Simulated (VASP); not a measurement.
# HfC (I4mm) in VASP: further runs, part 2 of 2

VASP 6.6.1. Earlier steps stand in the parts before.

## 3. Single point, PBEsol (all C atoms moved +0.113 Å, as atom 2 along Cartesian [0 1 0])

The input, INCAR:

```
SYSTEM = HfC
PREC = Accurate
ENCUT = 520
EDIFF = 1E-7
ISMEAR = 0
SIGMA = 0.15
LREAL = .FALSE.
LASPH = .TRUE.
NELM = 100
ALGO = Normal
ISIF = 2
LWAVE = .FALSE.
LCHARG = .FALSE.
GGA = PS
NBANDS = 14
```

The input, KPOINTS:

```
regular mesh
0
G
  18 18 18
  0 0 0
```

The input, POSCAR:

```
HfC
1.0
    0.0000000000      2.3250000000      2.3250000000
    2.3250000000      0.0000000000      2.3250000000
    2.3250000000      2.3250000000      0.0000000000
Hf C
1 1
Direct
    0.5000000000      0.5000000000      0.5000000000
    0.0241935484     -0.0241935484      0.0241935484
```

Potentials or basis: VASP PAW PBE potentials, release 64 (Hf_pv, C).

Command:

```sh
cat potpaw_PBE.64/Hf_pv/POTCAR potpaw_PBE.64/C/POTCAR > POTCAR
mpirun -np 1 vasp_std > vasp.out
```

OUTCAR:

```text
SYSTEM = HfC
   PREC = Accurate
   ENCUT = 520
   EDIFF = 1E-7
   ISMEAR = 0
   LREAL = .FALSE.
   LASPH = .TRUE.
   NELM = 100
   ISIF = 2
   GGA = PS

 ion  position               nearest neighbor table
   1  0.500  0.500  0.500-   2 2.21   2 2.33   2 2.33   2 2.33   2 2.33   2 2.44
   2  0.024  0.976  0.024-   1 2.21   1 2.33   1 2.33   1 2.33   1 2.33   1 2.44

  LATTYP: Found a face centered cubic cell.
 ALAT       =     4.6500000000

  Lattice vectors:

 A1 = (   0.0000000000,   2.3250000000,   2.3250000000)
 A2 = (   2.3250000000,   0.0000000000,   2.3250000000)
 A3 = (   2.3250000000,   2.3250000000,   0.0000000000)

Analysis of symmetry for initial positions (statically):
=====================================================================
 Subroutine PRICEL returns:
 Original cell was already a primitive cell.

 Routine SETGRP: Setting up the symmetry group for a
 face centered cubic supercell.

 Subroutine GETGRP returns: Found  8 space group operations
 (whereof  8 operations were pure point group operations)
 out of a pool of 48 trial point group operations.

The static configuration has the point symmetry C_4v.

Analysis of symmetry for dynamics (positions and initial velocities):
=====================================================================
 Subroutine PRICEL returns:
 Original cell was already a primitive cell.

 Routine SETGRP: Setting up the symmetry group for a
 face centered cubic supercell.

 Subroutine GETGRP returns: Found  8 space group operations
 (whereof  8 operations were pure point group operations)
 out of a pool of 48 trial point group operations.

The dynamic configuration has the point symmetry C_4v.

 Subroutine INISYM returns: Found  8 space group operations
 (whereof  8 operations are pure point group operations),
 and found     1 'primitive' translations

----------------------------------------------------------------------------------------

[... 116 lines left out ...]
   LORBIT       =      0    0 simple, 1 ext, 2 COOP (PROOUT), +10 PAW based schemes
   GGA     = PS    functional components
   LHFCALC =     F    Hartree Fock is set to
   AEXX    =    0.0000 exact exchange contribution
   IVDW    =     0    specifies the selected vdW correction
   LEPSILON=     F    determine dielectric tensor
   LRPA    =     F    only Hartree local field effects (RPA)
 non-spin polarized calculation
 Gauss-broadening in eV      SIGMA  =   0.15
  energy-cutoff  :      520.00
  volume of cell :       25.14
 maximum number of plane-waves:       700
   NGX = 13   NGY = 13   NGZ = 13

 number of electron      14.0000000 magnetization

 Free energy of the ion-electron system (eV)
  ---------------------------------------------------
  ext. energy  EPLUGINS =         0.00000000
  ---------------------------------------------------
  free energy    TOTEN  =       -22.13462643 eV

  energy without entropy =      -22.13209413  energy(sigma->0) =      -22.13336028

 E-fermi :   5.8609     XC(G=0): -12.4155

 val. band max:        5.8493132029   @ k =   0.2778   0.2778   0.0000
 cond. band min:       5.8966848081   @ k =   0.3889   0.3889   0.0000
 fundamental gap:      0.0473716052
 Fermi energy:         5.8608992524

 k-point     1 :       0.0000    0.0000    0.0000
  band No.  band energies     occupation
      1     -23.6958      2.00000
      2     -23.6958      2.00000
      3     -23.6950      2.00000
      4      -6.4732      2.00000
      5       6.2910      0.00005
      6       6.2910      0.00005
      7       6.5370      0.00000
      8       7.1500      0.00000
      9       7.7353      0.00000
     10       7.7353      0.00000
     11       9.1720      0.00000
     12       9.5696      0.00000
     13      12.6063      0.00000
     14      16.7229      0.00000
[... 377 lines left out ...]
      1     -24.2751      2.00000
      2     -23.7681      2.00000
      3     -23.7593      2.00000
      4      -3.6929      2.00000
      5       0.8376      2.00000
      6       3.1157      2.00000
      7       3.2906      2.00000
      8       9.2994      0.00000
      9      10.4858      0.00000
     10      10.5717      0.00000
     11      14.2177      0.00000
     12      15.1112      0.00000
     13      16.4664      0.00000
     14      19.4953      0.00000

 [... further k-points ...]
[... 5 lines left out ...]
  --------------------------------------------------------------------------------------
  -------------------------------------------------------------------------------------
  Total       -1.1166357     -0.5240685     -1.1166357     -0.0000000      0.0000000      0.0000000
  in kB      -71.1743001    -33.4040999    -71.1743001     -0.0000000      0.0000000      0.0000000
  external PRESSURE =     -58.5842334 kB  Pullay stress =       0.0000000 kB

 VOLUME and BASIS-vectors are now :
 -----------------------------------------------------------------------------
  energy-cutoff  :      520.00
  volume of cell :       25.14
      direct lattice vectors                 reciprocal lattice vectors
     0.000000000  2.325000000  2.325000000    -0.215053763  0.215053763  0.215053763
     2.325000000  0.000000000  2.325000000     0.215053763 -0.215053763  0.215053763
     2.325000000  2.325000000  0.000000000     0.215053763  0.215053763 -0.215053763

 POSITION                                       TOTAL-FORCE (eV/Angst)
 -----------------------------------------------------------------------------------
      2.32500      2.32500      2.32500         0.000000      0.827248      0.000000
      2.32500      0.11250      2.32500         0.000000     -0.827248      0.000000
 -----------------------------------------------------------------------------------
    total drift:                                0.000000     -0.000011     -0.000000

  FREE ENERGIE OF THE ION-ELECTRON SYSTEM (eV)
  ---------------------------------------------------
  free  energy   TOTEN  =       -22.1346264313 eV

  energy  without entropy=      -22.1320941281  energy(sigma->0) =      -22.13336028
```

stdout:

```text
POSCAR found type information on POSCAR HfC
 POSCAR found :  2 types and       2 ions
 scaLAPACK will be used
 -----------------------------------------------------------------------------
|                                                                             |
|                                                                             |
|     You enforced a specific xc type in the INCAR file but a different       |
|     I HOPE YOU KNOW WHAT YOU ARE DOING!                                     |
|                                                                             |
 -----------------------------------------------------------------------------

 LDA part: xc-table for (Slater+PW92), standard interpolation
 POSCAR, INCAR and KPOINTS ok, starting setup
 FFT: planning ... GRIDC
 FFT: planning ... GRID_SOFT
 FFT: planning ... GRID
 WAVECAR not read
 entering main loop
```

Wall time 38 s (1 thread of Intel Xeon 6975P-C (Granite Rapids), shared host); peak memory 0.28 GiB.

Results:

```yaml
Free_energy: -22.1346 eV
Pressure: -5.9 GPa
Largest_force: 0.827 eV/Å
Band_gap_on_the_k_mesh: zero (band 7 reaches 6.54 eV, above the bottom of band 8 at 5.35 eV)
```

Forces on the atoms (eV/Å):
```
Hf   0.000  0.827  0.000
C    0.000 -0.827  0.000
```

Caveat: the cell differs from its parent crystal (all C atoms moved +0.113 Å, as atom 2 along Cartesian [0 1 0]); the PAW data sets were made with another functional, which shifts forces and pressure a little; spin-orbit coupling is left out, which moves the levels of the heavy elements.

## 4. Single point, PBEsol (all C atoms moved +0.037 Å, as atom 2 along Cartesian [0 1 0])

The input, INCAR:

```
  PREC = Accurate
  ENCUT = 520
  EDIFF = 1E-7
  ISMEAR = 0
  SIGMA = 0.15
  LREAL = False
  LASPH = True
  NELM = 80
  ALGO = Normal
  ISIF = 2
  LWAVE = False
  LCHARG = True
  GGA = PS
  LELF = True
  LVHAR = True
  NBANDS = 14
```

The input, KPOINTS:

```
regular mesh
0
Gamma
  18 18 18
```

POSCAR, as its differences from that of step 3:

```diff
@@ -9,2 +9,2 @@
     0.5000000000      0.5000000000      0.5000000000
-    0.0241935484     -0.0241935484      0.0241935484
+    0.0080645161     -0.0080645161      0.0080645161
```

Potentials or basis: VASP PAW PBE potentials, release 64 (Hf_pv, C).

Command:

```sh
cat potpaw_PBE.64/Hf_pv/POTCAR potpaw_PBE.64/C/POTCAR > POTCAR
mpirun -np 1 vasp_std > vasp.out
```

OUTCAR:

```text
PREC = Accurate
   ENCUT = 520
   EDIFF = 1E-7
   ISMEAR = 0
   LREAL = False
   LASPH = True
   NELM = 80
   ISIF = 2
   GGA = PS

 ion  position               nearest neighbor table
   1  0.500  0.500  0.500-   2 2.29   2 2.33   2 2.33   2 2.33   2 2.33   2 2.36
   2  0.008  0.992  0.008-   1 2.29   1 2.33   1 2.33   1 2.33   1 2.33   1 2.36

  LATTYP: Found a face centered cubic cell.
 ALAT       =     4.6500000000

  Lattice vectors:

 A1 = (   0.0000000000,   2.3250000000,   2.3250000000)
 A2 = (   2.3250000000,   0.0000000000,   2.3250000000)
 A3 = (   2.3250000000,   2.3250000000,   0.0000000000)

Analysis of symmetry for initial positions (statically):
=====================================================================
 Subroutine PRICEL returns:
 Original cell was already a primitive cell.

 Routine SETGRP: Setting up the symmetry group for a
 face centered cubic supercell.

 Subroutine GETGRP returns: Found  8 space group operations
 (whereof  8 operations were pure point group operations)
 out of a pool of 48 trial point group operations.

The static configuration has the point symmetry C_4v.

Analysis of symmetry for dynamics (positions and initial velocities):
=====================================================================
 Subroutine PRICEL returns:
 Original cell was already a primitive cell.

 Routine SETGRP: Setting up the symmetry group for a
 face centered cubic supercell.

 Subroutine GETGRP returns: Found  8 space group operations
 (whereof  8 operations were pure point group operations)
 out of a pool of 48 trial point group operations.

The dynamic configuration has the point symmetry C_4v.

 Subroutine INISYM returns: Found  8 space group operations
 (whereof  8 operations are pure point group operations),
 and found     1 'primitive' translations

----------------------------------------------------------------------------------------

                                     Primitive cell

  volume of cell :      25.1362

[... 113 lines left out ...]
   GGA     = PS    functional components
   LHFCALC =     F    Hartree Fock is set to
   AEXX    =    0.0000 exact exchange contribution
   IVDW    =     0    specifies the selected vdW correction
   LEPSILON=     F    determine dielectric tensor
   LRPA    =     F    only Hartree local field effects (RPA)
 non-spin polarized calculation
 Gauss-broadening in eV      SIGMA  =   0.15
  energy-cutoff  :      520.00
  volume of cell :       25.14
 maximum number of plane-waves:       700
   NGX = 13   NGY = 13   NGZ = 13

 number of electron      14.0000000 magnetization

 Free energy of the ion-electron system (eV)
  ---------------------------------------------------
  ext. energy  EPLUGINS =         0.00000000
  ---------------------------------------------------
  free energy    TOTEN  =       -22.17629145 eV

  energy without entropy =      -22.17320347  energy(sigma->0) =      -22.17474746

 E-fermi :   5.8082     XC(G=0): -12.4201

 val. band max:        5.7927926175   @ k =   0.0556   0.0000   0.1111
 cond. band min:       5.8127818704   @ k =   0.5000   0.4444   0.0000
 fundamental gap:      0.0199892530
 Fermi energy:         5.8081540691

 k-point     1 :       0.0000    0.0000    0.0000
  band No.  band energies     occupation
      1     -23.6950      2.00000
      2     -23.6950      2.00000
      3     -23.6949      2.00000
      4      -6.4820      2.00000
      5       6.7102      0.00000
      6       6.7102      0.00000
      7       6.7943      0.00000
      8       7.1507      0.00000
      9       7.2777      0.00000
     10       7.2777      0.00000
     11       9.1699      0.00000
     12       9.2192      0.00000
     13      12.6321      0.00000
     14      16.7479      0.00000
[... 377 lines left out ...]
      1     -24.2731      2.00000
      2     -23.7667      2.00000
      3     -23.7587      2.00000
      4      -3.6946      2.00000
      5       0.8429      2.00000
      6       3.0914      2.00000
      7       3.2885      2.00000
      8       9.3186      0.00000
      9      10.5129      0.00000
     10      10.5695      0.00000
     11      14.3035      0.00000
     12      15.1514      0.00000
     13      16.3172      0.00000
     14      19.4889      0.00000

 [... further k-points ...]
[... 5 lines left out ...]
  --------------------------------------------------------------------------------------
  -------------------------------------------------------------------------------------
  Total       -1.0969270     -1.0323012     -1.0969270     -0.0000000      0.0000000      0.0000000
  in kB      -69.9180705    -65.7988248    -69.9180705     -0.0000000      0.0000000      0.0000000
  external PRESSURE =     -68.5449886 kB  Pullay stress =       0.0000000 kB

 VOLUME and BASIS-vectors are now :
 -----------------------------------------------------------------------------
  energy-cutoff  :      520.00
  volume of cell :       25.14
      direct lattice vectors                 reciprocal lattice vectors
     0.000000000  2.325000000  2.325000000    -0.215053763  0.215053763  0.215053763
     2.325000000  0.000000000  2.325000000     0.215053763 -0.215053763  0.215053763
     2.325000000  2.325000000  0.000000000     0.215053763  0.215053763 -0.215053763

 POSITION                                       TOTAL-FORCE (eV/Angst)
 -----------------------------------------------------------------------------------
      2.32500      2.32500      2.32500         0.000000      0.282515      0.000000
      2.32500      0.03750      2.32500         0.000000     -0.282515      0.000000
 -----------------------------------------------------------------------------------
    total drift:                               -0.000000      0.000012     -0.000000

  FREE ENERGIE OF THE ION-ELECTRON SYSTEM (eV)
  ---------------------------------------------------
  free  energy   TOTEN  =       -22.1762914465 eV

  energy  without entropy=      -22.1732034667  energy(sigma->0) =      -22.17474746
```

stdout:

```text
POSCAR found type information on POSCAR HfC
 POSCAR found :  2 types and       2 ions
 scaLAPACK will be used
 -----------------------------------------------------------------------------
|                                                                             |
|                                                                             |
|     You enforced a specific xc type in the INCAR file but a different       |
|     I HOPE YOU KNOW WHAT YOU ARE DOING!                                     |
|                                                                             |
 -----------------------------------------------------------------------------

 LDA part: xc-table for (Slater+PW92), standard interpolation
 POSCAR, INCAR and KPOINTS ok, starting setup
 FFT: planning ... GRIDC
 FFT: planning ... GRID_SOFT
 FFT: planning ... GRID
 WAVECAR not read
 entering main loop
```

It took 41 s on 1 thread of Intel Xeon 6975P-C (Granite Rapids), shared host; peak memory 0.28 GiB.

What came out:

```yaml
Free_energy: -22.1763 eV
Pressure: -6.9 GPa
Largest_force: 0.283 eV/Å
Band_gap_on_the_k_mesh: zero (band 7 reaches 6.79 eV, above the bottom of band 8 at 5.38 eV)
```

Forces on the atoms (eV/Å):
```
Hf   0.000  0.283  0.000
C    0.000 -0.283  0.000
```

Stress tensor (GPa, compression positive):
```
-6.99  0.00  0.00
 0.00 -6.58  0.00
 0.00  0.00 -6.99
```

Levels at points of the mesh, in eV from the Fermi level:
```tsv
k point	band 4	band 5	band 6	band 7	band 8	band 9	band 10	band 11
(0.00, 0.00, 0.00)	-12.29	0.90	0.90	0.99	1.34	1.47	1.47	3.36
(0.50, 0.00, 0.00)	-8.49	-6.17	-2.99	-2.99	5.28	5.29	5.76	6.51
(0.50, 0.50, 0.00)	-10.36	-2.59	-1.86	-0.08	-0.04	5.30	6.72	6.72
(0.50, 0.00, 0.50)	-10.36	-2.58	-1.83	-0.08	-0.08	5.30	6.72	6.72
```

Caveat: the cell differs from its parent crystal (all C atoms moved +0.037 Å, as atom 2 along Cartesian [0 1 0]); the PAW data sets were made with another functional, which shifts forces and pressure a little; spin-orbit coupling is left out, which moves the levels of the heavy elements.
